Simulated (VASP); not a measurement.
# MgS (I-4m2) in VASP: a series of runs

MgS is run at these levels: PBE, r2SCAN; tasks: single point.

All numbers are computed with VASP 6.6.1; they aren't measurements. Logs are shortened: lines on timing, memory, paths and dates and some standing lists are left out, and cuts for length are marked.

### Step 1. The cell of the first run

The structure is tetragonal, space group I-4m2 (No. 119). The conventional cell has a = 3.843 Å, b = 3.843 Å, c = 5.950 Å, α = 90.00°, β = 90.00°, γ = 90.00°. Within 3.2 Å of Mg (site symmetry -4m2) lie 4 S at 2.43 Å. Within 3.2 Å of S (site symmetry -4m2) lie 4 Mg at 2.43 Å.

### Step 2. Single point, PBE (epitaxial xy strain -4.0%)

Input file INCAR:

```
ALGO = Normal
EDIFF = 1E-6
ENCUT = 520
GGA = PE
ISIF = 2
ISMEAR = -1
LASPH = T
LCHARG = F
LREAL = F
LWAVE = F
NBANDS = 11
NELM = 100
PREC = Accurate
SIGMA = 0.02
```

Input file KPOINTS:

```
k-points
0
Gamma
  8 8 8
```

Input file POSCAR:

```
MgS
1.0
    0.0000000000      2.7176417676      2.9750086881
    2.7176417676      0.0000000000      2.9750086881
    2.7176417676      2.7176417676      0.0000000000
Mg S
1 1
Direct
    0.0000000000      0.0000000000      0.0000000000
    0.2500000000      0.2500000000      0.2500000000
```

Potentials or basis: VASP PAW PBE potentials, release 64 (Mg, S).

Started as:

```sh
> cat potpaw_PBE.64/Mg/POTCAR potpaw_PBE.64/S/POTCAR > POTCAR
> mpirun -np 1 vasp_std > vasp.out
```

OUTCAR:

```text
EDIFF = 1E-6
   ENCUT = 520
   GGA = PE
   ISIF = 2
   ISMEAR = -1
   LASPH = T
   LREAL = F
   NELM = 100
   PREC = Accurate

 ion  position               nearest neighbor table
   1  0.000  0.000  0.000-   2 2.43   2 2.43   2 2.43   2 2.43
   2  0.250  0.250  0.250-   1 2.43   1 2.43   1 2.43   1 2.43

  LATTYP: Found a body centered tetragonal cell.
 ALAT       =     3.8433258454
 C/A-ratio  =     1.5481428366

  Lattice vectors:

 A1 = (  -2.7176417676,   0.0000000000,   2.9750086881)
 A2 = (   2.7176417676,   0.0000000000,   2.9750086881)
 A3 = (   0.0000000000,   2.7176417676,  -2.9750086881)

Analysis of symmetry for initial positions (statically):
=====================================================================
 Subroutine PRICEL returns:
 Original cell was already a primitive cell.

 Routine SETGRP: Setting up the symmetry group for a
 body centered tetragonal supercell.

 Subroutine GETGRP returns: Found  8 space group operations
 (whereof  8 operations were pure point group operations)
 out of a pool of 16 trial point group operations.

The static configuration has the point symmetry D_2d.

Analysis of symmetry for dynamics (positions and initial velocities):
=====================================================================
 Subroutine PRICEL returns:
 Original cell was already a primitive cell.

 Routine SETGRP: Setting up the symmetry group for a
 body centered tetragonal supercell.

 Subroutine GETGRP returns: Found  8 space group operations
 (whereof  8 operations were pure point group operations)
 out of a pool of 16 trial point group operations.

The dynamic configuration has the point symmetry D_2d.

 Subroutine INISYM returns: Found  8 space group operations
 (whereof  8 operations are pure point group operations),
 and found     1 'primitive' translations

----------------------------------------------------------------------------------------

                                     Primitive cell

  volume of cell :      43.9443

  direct lattice vectors                    reciprocal lattice vectors
     0.000000000  2.717641768  2.975008688    -0.183983042  0.183983042  0.168066736
     2.717641768  0.000000000  2.975008688     0.183983042 -0.183983042  0.168066736
     2.717641768  2.717641768  0.000000000     0.183983042  0.183983042 -0.168066736

  length of vectors
     4.029423466  4.029423466  3.843325845     0.309751428  0.309751428  0.309751428

  position of ions in fractional coordinates (direct lattice)
     0.000000000  0.000000000  0.000000000
     0.250000000  0.250000000  0.250000000

  ion indices of the primitive-cell ions
   primitive index   ion index
                 1           1
                 2           2

----------------------------------------------------------------------------------------

 KPOINTS: k-points

Automatic generation of k-mesh.
 Grid dimensions read from file:
 generate k-points for:    8    8    8

 Generating k-lattice:

  Cartesian coordinates                     Fractional coordinates (reciprocal lattice)
    -0.022997880  0.022997880  0.021008342     0.125000000  0.000000000  0.000000000
     0.022997880 -0.022997880  0.021008342     0.000000000  0.125000000  0.000000000
     0.022997880  0.022997880 -0.021008342     0.000000000  0.000000000  0.125000000

  Length of vectors
     0.038718929  0.038718929  0.038718929

  Shift w.r.t. Gamma in fractional coordinates (k-lattice)
     0.000000000  0.000000000  0.000000000

 Subroutine IBZKPT returns following result:
 ===========================================

 Found     59 irreducible k-points:

 Following reciprocal coordinates:
            Coordinates               Weight
  0.000000  0.000000  0.000000      1.000000
  0.125000  0.000000  0.000000      8.000000
  0.250000  0.000000  0.000000      8.000000
  0.375000 -0.000000  0.000000      8.000000
  0.500000  0.000000  0.000000      4.000000
  0.125000  0.125000  0.000000      2.000000
[... 16 lines left out ...]
  0.250000 -0.000000  0.125000     16.000000
  0.375000 -0.000000  0.125000     16.000000
 [... further k-points ...]
   k-points           NKPTS =     59   k-points in BZ     NKDIM =     59   number of bands    NBANDS=     11
   number of dos      NEDOS =    301   number of ions     NIONS =      2
   total plane-waves  NPLWV =  27000
   dimension x,y,z NGX =    30 NGY =   30 NGZ =   30
   dimension x,y,z NGXF=    60 NGYF=   60 NGZF=   60
   ions per type =               1   1
   NGX,Y,Z   is equivalent  to a cutoff of  12.38, 12.38, 12.98 a.u.
   NGXF,Y,Z  is equivalent  to a cutoff of  24.75, 24.75, 25.95 a.u.
 SYSTEM =  unknown system
   PREC   = accura    normal or accurate (medium, high low for compatibility)
   ISTART =      0    job   : 0-new  1-cont  2-samecut
   ICHARG =      2    charge: 1-file 2-atom 10-const
   ISPIN  =      1    spin polarized calculation?
   LNONCOLLINEAR =      F non collinear calculations
   LSORBIT =      F    spin-orbit coupling
   LASPH  =      T    aspherical Exc in radial PAW
   ENCUT  =  520.0 eV  38.22 Ry    6.18 a.u.   7.49  7.49  7.15*2*pi/ulx,y,z
   NELM   =    100;   NELMIN=  2; NELMDL= -5     # of ELM steps
   EDIFF  = 0.1E-05   stopping-criterion for ELM
   LREAL  =      F    real-space projection
   EDIFFG = 0.1E-04   stopping-criterion for IOM
   NSW    =      0    number of steps for IOM
   IBRION =     -1    ionic relax: 0-MD 1-quasi-New 2-CG
   NFREE  =      0    steps in history (QN), initial steepest desc. (CG)
   ISIF   =      2    stress and relaxation
   ISYM   =      2    0-nonsym 1-usesym 2-fastsym
   POTIM  = 0.5000    time-step for ionic-motion
   TEBEG  =    0.0;   TEEND  =   0.0 temperature during run
   PSTRESS=    0.0 pullay stress
   NELECT =       8.0000    total number of electrons
   NUPDOWN=      -1.0000    fix difference up-down
   EMIN   =  10.00;   EMAX   =-10.00  energy-range for DOS
   EFERMI =   0.00;   METHOD = LEGACY
   ISMEAR =    -1;   SIGMA  =   0.02  broadening in eV -4-tet -1-fermi 0-gaus
   EFERMI_NEDOS =   21; number of points for ismear=-14 and -15
   IALGO  =     38    algorithm
   IMIX   =      4    mixing-type and parameters
     AMIX     =   0.40;   BMIX     =  1.00
     AMIX_MAG =   1.60;   BMIX_MAG =  1.00
  volume/ion in A,a.u.               =      21.97       148.28
  Fermi-wavevector in a.u.,A,eV,Ry     =   0.927835  1.753353 11.712946  0.860877
  Thomas-Fermi vector in A             =   2.053947
   LORBIT       =      0    0 simple, 1 ext, 2 COOP (PROOUT), +10 PAW based schemes
   GGA     = PE    functional components
[... 5 lines left out ...]
 non-spin polarized calculation
  energy-cutoff  :      520.00
  volume of cell :       43.94
 maximum number of plane-waves:      1204
 NGX is ok and might be reduce to    30
   NGX = 15   NGY = 15   NGZ = 15

 number of electron       8.0000000 magnetization

 Free energy of the ion-electron system (eV)
  ---------------------------------------------------
  ext. energy  EPLUGINS =         0.00000000
  ---------------------------------------------------
  free energy    TOTEN  =        -8.43572266 eV

  energy without entropy =       -8.43572266  energy(sigma->0) =       -8.43572266

 E-fermi :   1.8545     XC(G=0):  -8.5202

 val. band max:        1.3864645967   @ k =  -0.1250   0.1250   0.0000
 cond. band min:       4.8583214646   @ k =   0.0000   0.0000   0.0000
 fundamental gap:      3.4718568679
 Fermi energy:         1.8544591894

 k-point     1 :       0.0000    0.0000    0.0000
  band No.  band energies     occupation
      1     -10.0952      2.00000
      2       1.0936      2.00000
      3       1.3831      2.00000
      4       1.3831      2.00000
      5       4.8583      0.00000
      6       9.2798      0.00000
      7       9.3732      0.00000
      8       9.3732      0.00000
      9      11.3049      0.00000
     10      12.9716      0.00000
     11      14.0158      0.00000

 k-point     2 :       0.1250    0.0000    0.0000
  band No.  band energies     occupation
      1     -10.0016      2.00000
      2       0.5688      2.00000
      3       1.1249      2.00000
      4       1.3522      2.00000
      5       5.5283      0.00000
      6       9.0858      0.00000
      7       9.4767      0.00000
      8       9.5823      0.00000
      9      11.0422      0.00000
     10      12.3522      0.00000
     11      14.4675      0.00000

 k-point     3 :       0.2500    0.0000    0.0000
  band No.  band energies     occupation
      1      -9.7586      2.00000
      2      -0.6251      2.00000
      3       0.9252      2.00000
      4       1.2829      2.00000
      5       6.3547      0.00000
      6       8.8975      0.00000
      7       9.4961      0.00000
      8       9.8335      0.00000
      9      11.6179      0.00000
     10      11.9864      0.00000
     11      13.8747      0.00000

 k-point     4 :       0.3750   -0.0000    0.0000
  band No.  band energies     occupation
      1      -9.4850      2.00000
      2      -1.5870      2.00000
      3       0.7586      2.00000
      4       1.2201      2.00000
      5       6.4348      0.00000
      6       8.7973      0.00000
      7       9.5891      0.00000
      8       9.8549      0.00000
      9      12.9752      0.00000
     10      13.0480      0.00000
     11      14.0498      0.00000
[... 239 lines left out ...]
 k-point    22 :       0.1250    0.0000    0.1250
  band No.  band energies     occupation
      1      -9.9629      2.00000
      2       0.6632      2.00000
      3       0.9239      2.00000
      4       1.1423      2.00000
      5       5.7854      0.00000
      6       8.7580      0.00000
      7       9.5613      0.00000
      8       9.9013      0.00000
      9      11.1072      0.00000
     10      11.9996      0.00000
     11      14.6902      0.00000

 k-point    23 :       0.2500   -0.0000    0.1250
  band No.  band energies     occupation
      1      -9.7636      2.00000
      2      -0.3001      2.00000
      3       0.7788      2.00000
      4       1.0345      2.00000
      5       6.5566      0.00000
      6       8.4245      0.00000
      7       9.6171      0.00000
      8       9.9885      0.00000
      9      11.0948      0.00000
     10      12.3014      0.00000
     11      14.9793      0.00000

 k-point    24 :       0.3750   -0.0000    0.1250
  band No.  band energies     occupation
      1      -9.4959      2.00000
      2      -1.2753      2.00000
      3       0.6090      2.00000
      4       0.9268      2.00000
      5       6.7967      0.00000
      6       8.6624      0.00000
      7       9.3228      0.00000
      8       9.7212      0.00000
      9      12.2467      0.00000
     10      13.5726      0.00000
     11      14.8110      0.00000

 [... further k-points ...]

------------------------ aborting loop because EDIFF is reached ----------------------------------------

  FORCE on cell =-STRESS in cart. coord.  units (eV):
  Direction    XX          YY          ZZ          XY          YZ          ZX
  --------------------------------------------------------------------------------------
  -------------------------------------------------------------------------------------
  Total        0.9607525      0.9607525      0.3085345      0.0000000      0.0000000      0.0000000
  in kB       35.0283312     35.0283312     11.2489418      0.0000000      0.0000000      0.0000000
  external PRESSURE =      27.1018681 kB  Pullay stress =       0.0000000 kB

 VOLUME and BASIS-vectors are now :
 -----------------------------------------------------------------------------
  energy-cutoff  :      520.00
  volume of cell :       43.94
      direct lattice vectors                 reciprocal lattice vectors
     0.000000000  2.717641768  2.975008688    -0.183983042  0.183983042  0.168066736
     2.717641768  0.000000000  2.975008688     0.183983042 -0.183983042  0.168066736
     2.717641768  2.717641768  0.000000000     0.183983042  0.183983042 -0.168066736

 POSITION                                       TOTAL-FORCE (eV/Angst)
 -----------------------------------------------------------------------------------
      0.00000      0.00000      0.00000        -0.000000     -0.000000     -0.000000
      1.35882      1.35882      1.48750         0.000000      0.000000      0.000000
 -----------------------------------------------------------------------------------
    total drift:                               -0.000000     -0.000000     -0.000000

  FREE ENERGIE OF THE ION-ELECTRON SYSTEM (eV)
  ---------------------------------------------------
  free  energy   TOTEN  =        -8.4357226638 eV

  energy  without entropy=       -8.4357226638  energy(sigma->0) =       -8.43572266
```

Wall time 25 s (1 thread of Intel Xeon Platinum 8488C (Sapphire Rapids), shared host); peak memory 0.18 GiB.

Results:

```
Free energy            : -8.4357 eV
Pressure               : 2.7 GPa
Band gap on the k mesh : 3.47 eV, indirect (the least direct gap lies 3.4 meV higher)
```

Stress tensor (GPa, compression positive):
```
3.50 0.00 0.00
0.00 3.50 0.00
0.00 0.00 1.12
```

Levels at points of the mesh, in eV from the valence-band top:
| k point | band 2 | band 3 | band 4 | band 5 | band 6 | band 7 |
| --- | --- | --- | --- | --- | --- | --- |
| (0.00, 0.00, 0.00) | -0.29 | 0.00 | 0.00 | 3.47 | 7.89 | 7.99 |
| (0.50, 0.00, 0.00) | -3.34 | -0.69 | -0.19 | 4.97 | 7.32 | 8.04 |
| (0.50, 0.50, 0.00) | -3.29 | -0.87 | -0.87 | 3.93 | 6.01 | 10.60 |
| (0.50, 0.00, 0.50) | -2.86 | -1.33 | -1.29 | 3.69 | 5.38 | 11.37 |

Caveat: the cell differs from its parent crystal (epitaxial xy strain -4.0%). A k mesh can miss the band edges.

(Part 1 of 2 ends here.)
